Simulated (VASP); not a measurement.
Crystal: Ag.

```
Ag
1.0
     0.00000    2.74992    2.74992
     2.74992    0.00000    2.74992
     2.74992    2.74992    0.00000
Ag
2
Direct
  0.87500 0.87500 0.87500
  0.12500 0.12500 0.12500
```

This isn't the form of Ag at room conditions, which is fcc.

```yaml
Program: VASP 6.6.1
Task: relaxation of cell and atoms
Functional: PBEsol
Potentials_or_basis: VASP PAW PBE potentials, release 64 (Ag)
Cutoff: 600 eV
k_mesh: 13 × 13 × 13
Occupations: fermi-dirac, width 0.08 eV
Spin: no spin polarisation
```

At the start: pressure 25.1 GPa; volume 20.80 Å³/atom.

Problem. How do energy, volume and symmetry change on relaxing?

Solution. Over 5 steps the energy falls by 386.9 meV/atom and the volume is 27.47 Å³/atom (+32.1 %); space group Fd-3m (No. 227, to 0.1 Å) before and after.

The path:
```csv
step,energy change (eV),largest force (eV/Å),pressure (GPa),volume (Å³)
1,0.0000,0.0000,25.11,41.59
2,-0.6253,0.0000,-4.22,64.46
3,-0.7735,0.0000,0.27,54.60
4,-0.7737,0.0000,-0.10,55.07
5,-0.7737,0.0000,0.00,54.94
```

Final structure:
```cif
data_structure
_symmetry_space_group_name_H-M 'P 1'
_symmetry_Int_Tables_number 1
_cell_length_a 4.2672
_cell_length_b 4.2672
_cell_length_c 4.2672
_cell_angle_alpha 60.000
_cell_angle_beta 60.000
_cell_angle_gamma 60.000
_cell_volume 54.94
loop_
_atom_site_label
_atom_site_type_symbol
_atom_site_fract_x
_atom_site_fract_y
_atom_site_fract_z
_atom_site_occupancy
Ag1 Ag 0.87500 0.87500 0.87500 1
Ag2 Ag 0.12500 0.12500 0.12500 1
```

Caveat: the volume moved by over 15 % at a fixed basis, so the end points are rough; the PAW data sets were made with another functional, which shifts forces and pressure a little.
